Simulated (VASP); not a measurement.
**TiS2: single point with HSE06**

The system is TiS2.

```
CELL_PARAMETERS angstrom
3.44471 0.00000 0.00000
-1.72235 2.98320 0.00000
0.00000 0.00000 5.79611
ATOMIC_POSITIONS crystal
Ti 0.00000 0.00000 0.00000
S 0.33333 0.66667 0.24048
S 0.66667 0.33333 0.75952
```

This cell differs from its parent crystal: strain +1.0%.

```yaml
Program: VASP 6.6.1
Task: single point
Functional: HSE06
Potentials_or_basis: VASP PAW PBE potentials, release 64 (Ti_sv, S)
Cutoff: 400 eV
k_mesh: 6 × 6 × 4
Occupations: fermi-dirac, width 0.02 eV
Spin: no spin polarisation
Dipole_correction: no
Grid_for_exact_exchange_PRECFOCK: Normal
Further_INCAR_settings: ALGO = Normal; EDIFF = 1e-06; NBANDS = 19
Share_of_exact_exchange: 0.25
Screening_parameter: 0.2079 1/Å
```

The pressure is -1.8 GPa. The largest force is 0.228 eV/Å and the band gap on the k mesh is 0.75 eV (least direct gap 1.20 eV).

Forces in eV/Å, atoms in the order of the input:
```
Ti   0.000  0.000  0.000
S    0.000  0.000 -0.228
S    0.000  0.000  0.228
```

Stress tensor (GPa, compression positive):
```
-2.41  0.00  0.00
 0.00 -2.41  0.00
 0.00  0.00 -0.47
```

Levels at points of the mesh, in eV from the valence-band top:
```csv
k point,band 8,band 9,band 10,band 11,band 12,band 13,band 14,band 15,band 16,band 17
"(0.00, 0.00, 0.00)",-3.34,-3.34,-0.16,0.00,0.00,1.20,1.20,1.91,4.34,4.34
"(0.50, 0.00, 0.00)",-4.23,-3.18,-3.14,-2.77,-1.85,0.96,2.42,2.86,4.53,4.65
"(0.00, 0.00, 0.50)",-3.31,-3.31,-2.41,-0.14,-0.14,1.19,1.19,2.44,4.58,4.58
"(0.50, 0.00, 0.50)",-4.88,-3.28,-3.12,-1.60,-1.52,0.75,2.40,2.83,4.26,5.05
```

Wall time 85 min on 1 thread of Intel(R) Xeon(R) Platinum 8488C (Sapphire Rapids), with other jobs on the host, peak memory 0.28 GiB.

Caveat: the cell differs from its parent crystal (strain +1.0%); the PAW data sets were made with another functional, which shifts forces and pressure a little; this functional lacks dispersion, which binds layers or chains, so the pressure and a relaxed spacing across them are unreliable. A k mesh can miss the band edges.
